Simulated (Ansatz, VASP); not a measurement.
## Two plane-wave programs on H

File POSCAR:

```
H
1.0
   -1.5223810230      1.5223810230      2.0584739900
    1.5223810230     -1.5223810230      2.0584739900
    1.5223810230      1.5223810230     -2.0584739900
H
2
Direct
    0.9098622900      0.9098622900      0.0000000000
    0.0901377100      0.0901377100      0.0000000000
```

File INCAR.step1:

```
SYSTEM = H
ALGO = Normal
EDIFF = 1E-4
ENCUT = 520
GGA = PE
ISMEAR = 0
LASPH = .TRUE.
LCHARG = .FALSE.
LREAL = .FALSE.
LWAVE = .TRUE.
NBANDS = 8
NELM = 60
PREC = Accurate
SIGMA = 0.05
```

Contents of INCAR.step2:

```
SYSTEM = H
ALGO = Normal
EDIFF = 1E-6
ENCUT = 520
ISIF = 2
ISMEAR = 0
ISTART = 1
LASPH = .TRUE.
LCHARG = .FALSE.
LMIXTAU = .TRUE.
LREAL = .FALSE.
LWAVE = .FALSE.
METAGGA = R2SCAN
NBANDS = 8
NELM = 60
PREC = Accurate
SIGMA = 0.05
```

Contents of KPOINTS:

```
k-points
0
G
  10 10 10
  0 0 0
```

Input for Ansatz:

```yaml
crystal:
  lattice:
    - [-1.522381023, 1.522381023, 2.05847399]
    - [1.522381023, -1.522381023, 2.05847399]
    - [1.522381023, 1.522381023, -2.05847399]
  atoms:
    - { symbol: H, position: [0.90986229, 0.90986229, 0.0] }
    - { symbol: H, position: [0.09013771, 0.09013771, 0.0] }
basis:
  ecutwfc: 500
kpoints:
  mp_grid: { grid: [10, 10, 10] }
hamiltonian:
  xc: r2scan
scf:
  occupations: { method: gaussian, width: 0.05 }
output:
  forces: true
  stress: true
  eigenvalues: true
```

Change from the starting cell: strain -0.1000 x Voigt [1, 1, 0, 0, 0, 0], atoms carried along.

Alike in both runs: task single point; functional r2SCAN; k mesh 10 × 10 × 10; occupations gaussian, width 0.05 eV; no spin polarisation.

|  | VASP | Ansatz |
| --- | --- | --- |
| version | VASP 6.6.1 | Ansatz 0.2.0 |
| potentials or method | VASP PAW PBE potentials, release 64 (H), cutoff 520 eV | scalar-relativistic, plane waves, PAW |
| valence electrons in the cell | 2 | 2 |

VASP gave:

- gap on the k mesh at the Fermi level (eV): 9.40
- least direct gap on the mesh (eV): 9.89
- pressure (GPa): 0.4
- traceless stress, the component that is largest in VASP (GPa): -0.09
- rms of the force components (eV/Å): 0.010

Q: Which values does Ansatz return?

A: gap on the k mesh at the Fermi level (eV): 9.39; least direct gap on the mesh (eV): 9.87; pressure (GPa): 0.7; traceless stress, the component that is largest in VASP (GPa): -0.09; rms of the force components (eV/Å): 0.014.

VASP's potentials were made for PBE, not for r2SCAN. Atom by atom the forces differ by 0.003 eV/Å (rms over components).
